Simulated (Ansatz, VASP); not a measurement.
# One calculation of Rh2Au, two programs

Contents of INCAR:

```
SYSTEM = Rh2Au
PREC     = Accurate       ! precision mode
ENCUT    = 600            ! plane-wave cutoff, eV
EDIFF    = 1E-7           ! SCF threshold, eV
ISMEAR   = -1             ! smearing method
SIGMA    = 0.1            ! smearing width, eV
LREAL    = .False.        ! projectors in reciprocal space
LASPH    = .True.         ! aspherical terms in the spheres
NELM     = 80             ! most SCF steps
ALGO     = Normal         ! electronic algorithm
ISIF     = 3              ! what is computed and relaxed
LWAVE    = .False.        ! write WAVECAR
LCHARG   = .False.        ! write CHGCAR
GGA      = PE             ! functional
IBRION   = 2              ! ionic algorithm
NSW      = 60             ! ionic steps
EDIFFG   = -0.01          ! ionic threshold
```

Contents of KPOINTS:

```
regular mesh
0
Gamma
  6 6 6
  0 0 0
```

The input POSCAR:

```
Rh2Au
1.0
    0.0000000000      2.9950080000      0.0000000000
    2.9950080000      0.0000000000      0.0000000000
    1.4975040000      1.4975040000     -5.3791760000
Rh Au
2 1
Direct
    0.3400000000      0.3400000000      0.3200000000
    0.6600000000      0.6600000000      0.6800000000
    0.0000000000      0.0000000000      0.0000000000
```

Input for Ansatz:

```yaml
crystal:
  lattice:
    - [0.0, 2.995008, 0.0]
    - [2.995008, 0.0, 0.0]
    - [1.497504, 1.497504, -5.379176]
  atoms:
    - { symbol: Rh, position: [0.34, 0.34, 0.32] }
    - { symbol: Rh, position: [0.66, 0.66, 0.68] }
    - { symbol: Au, position: [0.0, 0.0, 0.0] }
  symmetry: { tolerance: 0.0003 }
kpoints:
  mp_grid: { grid: [6, 6, 6], shift: [0, 0, 0] }
magnetization:
  spin_polarized: false
scf:
  occupations: { method: fermi_dirac }
hamiltonian:
  pseudopotentials: { kind: paw }
  xc: pbe
basis:
  ecutwfc: 420
output:
  forces: true
  stress: true
  eigenvalues: true
relax:
  max_steps: 40
  cell: {}
```

Alike in both runs: task relaxation of cell and atoms; functional PBE; k mesh 6 × 6 × 6; no spin polarisation.

|  | VASP | Ansatz |
| --- | --- | --- |
| version | VASP 6.6.1 | Ansatz 0.2.0 |
| potentials or method | VASP PAW PBE potentials, release 64 (Rh_pv, Au), cutoff 600 eV | PAW plane waves |
| occupations | fermi-dirac, width 0.1 eV | fermi-dirac |
| valence electrons in the cell | 41 | 53 |

Ansatz gave:

```
gap on the k mesh at the Fermi level, each at its own relaxed structure (eV) : none
relaxed volume (Å³/atom)                                                     : 15.42
relaxed cell length with the largest relative difference (Å)                 : 2.800
```

Q: Which values does VASP return?

A: gap on the k mesh at the Fermi level, each at its own relaxed structure (eV): none; relaxed volume (Å³/atom): 15.41; relaxed cell length with the largest relative difference (Å): 2.799.

A gap of «none» marks a metal or a gap that the smearing closes. VASP's potentials hold 41 valence electrons a cell and Ansatz's 53, so a difference there can come from the potentials and not from the codes.

The k mesh is coarse, so the values compare programs but aren't converged. Spin-orbit coupling is off throughout.
